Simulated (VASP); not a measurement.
# H20CO12 in VASP: single point with PBE+D3(BJ)

Aim: the single point of H20CO12 with PBE+D3(BJ).

Program: VASP 6.6.1. These are calculated values, not measurements. Logs are shortened: lines on timing, memory, paths and dates and some standing lists are left out, and cuts for length are marked.

### Step 1. The cell of the first run

The cell holds a disordered packing, 33 atoms: a = 7.153 Å, b = 7.153 Å, c = 7.153 Å, α = 90.00°, β = 90.00°, γ = 90.00°.

### Step 2. Single point, PBE+D3(BJ)

Contents of INCAR:

```
SYSTEM = H20CO12
PREC     = Accurate       ! precision mode
ENCUT    = 1000           ! plane-wave cutoff, eV
EDIFF    = 1E-6           ! SCF threshold, eV
ISMEAR   = -1             ! smearing method
SIGMA    = 0.05           ! smearing width, eV
LREAL    = Auto         
LASPH    = .True.         ! aspherical terms in the spheres
NELM     = 120            ! most SCF steps
ALGO     = Normal         ! electronic algorithm
ISIF     = 2              ! what is computed and relaxed
LWAVE    = .False.        ! write WAVECAR
LCHARG   = .False.        ! write CHGCAR
GGA      = PE             ! functional
IVDW     = 12             ! dispersion correction
NBANDS   = 70             ! bands
GGA_COMPAT= .False.
```

Contents of KPOINTS:

```
regular mesh
0
Gamma
  1 1 1
  0 0 0
```

Contents of POSCAR:

```
H20CO12
1.0
    7.1530900000      0.0000000000      0.0000000000
    0.0000000000      7.1530900000      0.0000000000
    0.0000000000      0.0000000000      7.1530900000
O H C
12 20 1
Direct
    0.2488406256      0.3214834865      0.2293275868
    0.3750073987      0.4372349456      0.7050896988
    0.0694222379      0.6600065842      0.6652028973
    0.6927548007      1.0162224164      0.6006085386
    0.8799386205      0.6361324166      0.3333711658
    0.8125471603      0.3257896197      0.1070155466
    0.5154933588      0.5269894797      0.0527363870
    0.2036905271      0.0453857172      0.6973992030
    0.3877422979      1.0074060049      0.3636337334
    0.9059557645      0.2901843273      0.7391987627
    1.0575585326      0.9460876622      0.1039660278
    0.7520383936      0.8809633395      0.0081604272
    0.3395247975      0.4109497036      0.1743613365
    0.1717791738      0.2804070224      0.1247140919
    0.3401524483      0.3046028162      0.7104922901
    0.4319477981      0.4641393236      0.8286066363
    0.1079655075      0.7910924161      0.6862294447
    0.1857259370      0.5837448015      0.6785215921
    0.5855029221      1.0105033988      0.5132220943
    0.6503016505      0.9559266258      0.7149980351
    0.7533291288      0.6579494704      0.3792521672
    0.9584293920      0.6481752280      0.4486014672
    0.8808999767      0.4186116278      0.1833996686
    0.8630137155      0.3267386063     -0.0222503811
    0.5620344782      0.6547158424      0.0503592568
    0.6308627635      0.4467420425      0.0775265895
    0.0950389770      0.1306049572      0.6916271560
    0.2514858889      0.0329489339      0.5681875244
    0.3466725793      1.1290335433      0.3049342925
    0.3327675971      0.9107212222      0.2856246810
    0.9162765512      0.4138316399      0.6819801924
    0.8075412369      0.2170667405      0.6725843433
    0.9045386619      0.9114688377      0.0602243463
```

Potentials or basis: VASP PAW PBE potentials, release 64 (O_h, H_h, C_h).

Launch:

```console
> cat potpaw_PBE.64/O_h/POTCAR potpaw_PBE.64/H_h/POTCAR potpaw_PBE.64/C_h/POTCAR > POTCAR
> mpirun -np 1 vasp_gam > vasp.out
```

OUTCAR:

```text
SYSTEM = H20CO12
   PREC = Accurate
   ENCUT = 1000
   EDIFF = 1E-6
   ISMEAR = -1
   LREAL = Auto
   LASPH = .True.
   NELM = 120
   ISIF = 2
   GGA = PE
   IVDW = 12
 IVDW          = 12

 ion  position               nearest neighbor table
   1  0.249  0.321  0.229-  14 0.97  13 0.99
   2  0.375  0.437  0.705-  15 0.98  16 0.99
   3  0.069  0.660  0.665-  17 0.99  18 1.00
   4  0.693  0.016  0.601-  20 0.97  19 0.99
   5  0.880  0.636  0.333-  21 0.98  22 1.00
   6  0.813  0.326  0.107-  23 0.99  24 0.99
   7  0.515  0.527  0.053-  25 0.97  26 1.02
   8  0.204  0.045  0.697-  27 0.99  28 0.99
   9  0.388  0.007  0.364-  30 0.97  29 1.01
  10  0.906  0.290  0.739-  31 0.98  32 1.00
  11  0.058  0.946  0.104-  33 1.17
  12  0.752  0.881  0.008-  33 1.17
  13  0.340  0.411  0.174-   1 0.99
  14  0.172  0.280  0.125-   1 0.97
  15  0.340  0.305  0.710-   2 0.98
  16  0.432  0.464  0.829-   2 0.99
[... 14 lines left out ...]
  31  0.916  0.414  0.682-  10 0.98
  32  0.808  0.217  0.673-  10 1.00
  33  0.905  0.911  0.060-  11 1.17  12 1.17

  LATTYP: Found a simple cubic cell.
 ALAT       =     7.1530900000

  Lattice vectors:

 A1 = (   7.1530900000,   0.0000000000,   0.0000000000)
 A2 = (   0.0000000000,   7.1530900000,   0.0000000000)
 A3 = (   0.0000000000,   0.0000000000,   7.1530900000)

Analysis of symmetry for initial positions (statically):
=====================================================================
 Subroutine PRICEL returns:
 Original cell was already a primitive cell.

 Routine SETGRP: Setting up the symmetry group for a
 simple cubic supercell.

 Subroutine GETGRP returns: Found  1 space group operations
 (whereof  1 operations were pure point group operations)
 out of a pool of 48 trial point group operations.

The static configuration has the point symmetry C_1 .

Analysis of symmetry for dynamics (positions and initial velocities):
=====================================================================
 Subroutine PRICEL returns:
 Original cell was already a primitive cell.

 Routine SETGRP: Setting up the symmetry group for a
 simple cubic supercell.

 Subroutine GETGRP returns: Found  1 space group operations
 (whereof  1 operations were pure point group operations)
 out of a pool of 48 trial point group operations.

The dynamic configuration has the point symmetry C_1 .

 Subroutine INISYM returns: Found  1 space group operations
 (whereof  1 operations are pure point group operations),
 and found     1 'primitive' translations

----------------------------------------------------------------------------------------

                                     Primitive cell

  volume of cell :     366.0000

  direct lattice vectors                    reciprocal lattice vectors
     7.153090000  0.000000000  0.000000000     0.139799723  0.000000000  0.000000000
     0.000000000  7.153090000  0.000000000     0.000000000  0.139799723  0.000000000
     0.000000000  0.000000000  7.153090000     0.000000000  0.000000000  0.139799723

  length of vectors
     7.153090000  7.153090000  7.153090000     0.139799723  0.139799723  0.139799723

  position of ions in fractional coordinates (direct lattice)
     0.248840626  0.321483487  0.229327587
     0.375007399  0.437234946  0.705089699
     0.069422238  0.660006584  0.665202897
     0.692754801  0.016222416  0.600608539
     0.879938620  0.636132417  0.333371166
     0.812547160  0.325789620  0.107015547
[... 25 lines left out ...]
     0.807541237  0.217066741  0.672584343
     0.904538662  0.911468838  0.060224346

  ion indices of the primitive-cell ions
   primitive index   ion index
                 1           1
                 2           2
                 3           3
                 4           4
                 5           5
                 6           6
[... 25 lines left out ...]
                32          32
                33          33

----------------------------------------------------------------------------------------

 KPOINTS: regular mesh

Automatic generation of k-mesh.
 Grid dimensions read from file:
 generate k-points for:    1    1    1

 Generating k-lattice:

  Cartesian coordinates                     Fractional coordinates (reciprocal lattice)
     0.139799723  0.000000000  0.000000000     1.000000000  0.000000000  0.000000000
     0.000000000  0.139799723  0.000000000     0.000000000  1.000000000  0.000000000
     0.000000000  0.000000000  0.139799723     0.000000000  0.000000000  1.000000000

  Length of vectors
     0.139799723  0.139799723  0.139799723

  Shift w.r.t. Gamma in fractional coordinates (k-lattice)
     0.000000000  0.000000000  0.000000000

 Subroutine IBZKPT returns following result:
 ===========================================

 Found      1 irreducible k-points:

 Following reciprocal coordinates:
            Coordinates               Weight
  0.000000  0.000000  0.000000      1.000000
   k-points           NKPTS =      1   k-points in BZ     NKDIM =      1   number of bands    NBANDS=     70
   number of dos      NEDOS =    301   number of ions     NIONS =     33
   total plane-waves  NPLWV = 512000
   dimension x,y,z NGX =    80 NGY =   80 NGZ =   80
   dimension x,y,z NGXF=   160 NGYF=  160 NGZF=  160
   ions per type =              12  20   1
   NGX,Y,Z   is equivalent  to a cutoff of  18.59, 18.59, 18.59 a.u.
   NGXF,Y,Z  is equivalent  to a cutoff of  37.19, 37.19, 37.19 a.u.
 SYSTEM =  H20CO12
   PREC   = accura    normal or accurate (medium, high low for compatibility)
   ISTART =      0    job   : 0-new  1-cont  2-samecut
   ICHARG =      2    charge: 1-file 2-atom 10-const
   ISPIN  =      1    spin polarized calculation?
   LNONCOLLINEAR =      F non collinear calculations
   LSORBIT =      F    spin-orbit coupling
   LASPH  =      T    aspherical Exc in radial PAW
   ENCUT  = 1000.0 eV  73.50 Ry    8.57 a.u.  18.44 18.44 18.44*2*pi/ulx,y,z
   NELM   =    120;   NELMIN=  2; NELMDL= -5     # of ELM steps
   EDIFF  = 0.1E-05   stopping-criterion for ELM
   LREAL  =      T    real-space projection
   EDIFFG = 0.1E-04   stopping-criterion for IOM
   NSW    =      0    number of steps for IOM
   IBRION =     -1    ionic relax: 0-MD 1-quasi-New 2-CG
   NFREE  =      0    steps in history (QN), initial steepest desc. (CG)
   ISIF   =      2    stress and relaxation
   ISYM   =      2    0-nonsym 1-usesym 2-fastsym
   POTIM  = 0.5000    time-step for ionic-motion
   TEBEG  =    0.0;   TEEND  =   0.0 temperature during run
   PSTRESS=    0.0 pullay stress
   NELECT =      96.0000    total number of electrons
   NUPDOWN=      -1.0000    fix difference up-down
   EMIN   =  10.00;   EMAX   =-10.00  energy-range for DOS
   EFERMI =   0.00;   METHOD = LEGACY
   ISMEAR =    -1;   SIGMA  =   0.05  broadening in eV -4-tet -1-fermi 0-gaus
   EFERMI_NEDOS =   21; number of points for ismear=-14 and -15
   IALGO  =     38    algorithm
   IMIX   =      4    mixing-type and parameters
     AMIX     =   0.40;   BMIX     =  1.00
     AMIX_MAG =   1.60;   BMIX_MAG =  1.00
  volume/ion in A,a.u.               =      11.09        74.85
  Fermi-wavevector in a.u.,A,eV,Ry     =   1.047944  1.980328 14.941746  1.098187
  Thomas-Fermi vector in A             =   2.182846
   LORBIT       =      0    0 simple, 1 ext, 2 COOP (PROOUT), +10 PAW based schemes
   GGA     = PE    functional components
   LHFCALC =     F    Hartree Fock is set to
   AEXX    =    0.0000 exact exchange contribution
   IVDW    =    12    specifies the selected vdW correction
   LEPSILON=     F    determine dielectric tensor
   LRPA    =     F    only Hartree local field effects (RPA)
 non-spin polarized calculation
  energy-cutoff  :     1000.00
  volume of cell :      366.00
 maximum number of plane-waves:     13097
 NGX is ok and might be reduce to    80
   NGX = 37   NGY = 37   NGZ = 37

 number of electron      95.9999999 magnetization

 Free energy of the ion-electron system (eV)
  ---------------------------------------------------
  ext. energy  EPLUGINS =         0.00000000
  ---------------------------------------------------
  free energy    TOTEN  =      -170.41916599 eV

  energy without entropy =     -170.41916599  energy(sigma->0) =     -170.41916599

 E-fermi :  -2.2007     XC(G=0):  -6.6695

 val. band max:       -3.5028432939   @ k =   0.0000   0.0000   0.0000
 cond. band min:       1.3300650320   @ k =   0.0000   0.0000   0.0000
 fundamental gap:      4.8329083259
 Fermi energy:        -2.2007401055

 k-point     1 :       0.0000    0.0000    0.0000
  band No.  band energies     occupation
      1     -25.6628      2.00000
      2     -24.6748      2.00000
      3     -22.3315      2.00000
      4     -22.1024      2.00000
      5     -22.0580      2.00000
      6     -21.6652      2.00000
[... 52 lines left out ...]
     59       6.1973      0.00000
     60       6.3717      0.00000
 [bands above 60 left out]

------------------------ aborting loop because EDIFF is reached ----------------------------------------

 Edisp (eV)   -1.12608

 E8    (eV) :    -0.2365

  FORCE on cell =-STRESS in cart. coord.  units (eV):
  Direction    XX          YY          ZZ          XY          YZ          ZX
  --------------------------------------------------------------------------------------
  -------------------------------------------------------------------------------------
  Total       0.10965    -1.95309    -0.50288    -0.52993    -0.67855    -0.23699
  in kB       0.47999    -8.54971    -2.20137    -2.31980    -2.97037    -1.03743
  external pressure =       -3.42 kB  Pullay stress =        0.00 kB

 VOLUME and BASIS-vectors are now :
 -----------------------------------------------------------------------------
  energy-cutoff  :     1000.00
  volume of cell :      366.00
      direct lattice vectors                 reciprocal lattice vectors
     7.153090000  0.000000000  0.000000000     0.139799723  0.000000000  0.000000000
     0.000000000  7.153090000  0.000000000     0.000000000  0.139799723  0.000000000
     0.000000000  0.000000000  7.153090000     0.000000000  0.000000000  0.139799723

 POSITION                                       TOTAL-FORCE (eV/Angst)
 -----------------------------------------------------------------------------------
      1.77998      2.29960      1.64040        -0.030706     -0.028528     -0.196370
      2.68246      3.12758      5.04357         0.035332     -0.071125      0.114111
      0.49658      4.72109      4.75826         0.044480      0.102685     -0.068338
      4.95534      0.11604      4.29621        -0.124376     -0.092869      0.032086
      6.29428      4.55031      2.38463        -0.196951     -0.059162      0.234362
      5.81222      2.33040      0.76549         0.120220      0.067907      0.059529
[... 25 lines left out ...]
      5.77642      1.55270      4.81106         0.022287     -0.009145     -0.001146
      6.47025      6.51982      0.43079        -0.078711      0.003352     -0.086668
 -----------------------------------------------------------------------------------
    total drift:                               -0.000927      0.000140     -0.000403

  FREE ENERGIE OF THE ION-ELECTRON SYSTEM (eV)
  ---------------------------------------------------
  free  energy   TOTEN  =      -171.5452469441 eV

  energy  without entropy=     -171.5452469441  energy(sigma->0) =     -171.54524694
```

It took 3.7 min on 1 thread of Intel Xeon Platinum 8488C (Sapphire Rapids), shared host; peak memory 0.89 GiB.

Results:

* Free energy: -171.5452 eV
* Pressure: -0.3 GPa
* Largest force: 0.312 eV/Å
* Band gap on the k mesh: 4.83 eV
* Dispersion energy per atom: -0.034 eV

Forces in eV/Å, atoms in the order of the input:
```
O   -0.031 -0.029 -0.196
O    0.035 -0.071  0.114
O    0.044  0.103 -0.068
O   -0.124 -0.093  0.032
O   -0.197 -0.059  0.234
O    0.120  0.068  0.060
O   -0.008  0.079  0.019
O   -0.021 -0.025  0.022
O   -0.013 -0.040 -0.027
O   -0.002  0.030 -0.035
O    0.034 -0.010  0.038
O    0.014 -0.027  0.042
H   -0.031 -0.014  0.021
H    0.057  0.037  0.158
H   -0.009  0.062 -0.029
H   -0.048  0.008 -0.092
H   -0.049 -0.063 -0.003
H    0.018 -0.035 -0.027
H    0.087  0.054  0.035
H    0.007  0.063 -0.129
H    0.226 -0.011 -0.066
H    0.021  0.011 -0.090
H   -0.105 -0.012 -0.028
H   -0.033 -0.005  0.001
H   -0.033 -0.013  0.003
H    0.002 -0.054 -0.036
H    0.023 -0.008  0.023
H    0.006  0.018  0.016
H   -0.010  0.025 -0.009
H    0.047  0.039  0.075
H    0.028 -0.022  0.032
H    0.022 -0.009 -0.001
C   -0.079  0.003 -0.087
```

Levels at points of the mesh, in eV from the valence-band top:
```tsv
k point	band 45	band 46	band 47	band 48	band 49	band 50	band 51	band 52
(0.00, 0.00, 0.00)	-0.28	-0.24	-0.15	0.00	4.83	6.37	6.51	7.66
```

Caveat: the k points lie up to 0.88 Å⁻¹ apart.
